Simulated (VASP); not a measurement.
## Se: single point with revPBE

Se:

```
Se
1.0
     1.92500    1.11140    0.88167
    -1.92500    1.11140    0.88167
     0.00000   -2.22280    0.88167
Se
1
Direct
  0.00000 0.00000 0.00000
```

```json
{"Program": "VASP 6.6.1", "Task": "single point", "Functional": "revPBE", "Potentials or basis": "VASP PAW PBE potentials, release 64 (Se)", "Cutoff": "520 eV", "k mesh": "11 × 11 × 11", "Occupations": "methfessel-paxton, width 0.1 eV", "Spin": "no spin polarisation", "Dipole correction": "no", "Further INCAR settings": "ALGO = Normal; EDIFF = 1e-06; NBANDS = 9"}
```

```yaml
Pressure: 163.7 GPa
Band_gap_on_the_k_mesh: zero (band 3 reaches 22.76 eV, above the bottom of band 4 at 7.88 eV)
```

Stress tensor (GPa, compression positive):
```
167.99   0.00   0.00
  0.00 167.99   0.00
  0.00   0.00 155.24
```

Levels at points of the mesh, in eV from the Fermi level:
```tsv
k point	band 1	band 2	band 3	band 4	band 5	band 6
(0.00, 0.00, 0.00)	-23.60	5.61	7.88	7.88	12.41	12.41
```

Run time: 6.2 s on 1 thread of Intel(R) Xeon(R) Platinum 8559C (Emerald Rapids), on a shared host, peak memory 0.13 GiB.

Caveat: the PAW data sets were made with another functional, which shifts forces and pressure a little.
